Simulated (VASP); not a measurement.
The system is NaF.

```
Na F
1.0
     3.17755    0.00477    0.00000
    -1.58465    2.74946    0.00000
     0.00000    0.00000    5.56763
Na F
2 2
Direct
  0.00000 0.00000 0.00000
  0.00000 0.00000 0.50000
  0.33333 0.66667 0.25000
  0.66667 0.33333 0.75000
```

This cell differs from its parent crystal: shear xy strain +0.3%.

Base run:

- Program: VASP 6.6.1
- Functional: PBE
- Potentials or basis: VASP PAW PBE potentials, release 64 (Na_pv, F)
- Cutoff: 520 eV
- k mesh: 12 × 12 × 6
- Occupations: fermi-dirac, width 0.02 eV
- Spin: no spin polarisation

Its results: band gap on the k mesh 6.34 eV; pressure 3.5 GPa; largest force 0.005 eV/Å.

Problem. The run is repeated on the same cell with these changes: functional from PBE to r2SCAN; occupations from fermi-dirac, width 0.02 eV to gaussian, width 0.01 eV. What comes out?

Solution. Band gap on the k mesh 7.21 eV; pressure -0.5 GPa; largest force 0.005 eV/Å.

Caveats: the cell stands under pressure (at least some runs); the PAW data sets were made with another functional, which shifts forces and pressure a little (at least some runs).

A k mesh can miss the band edges.
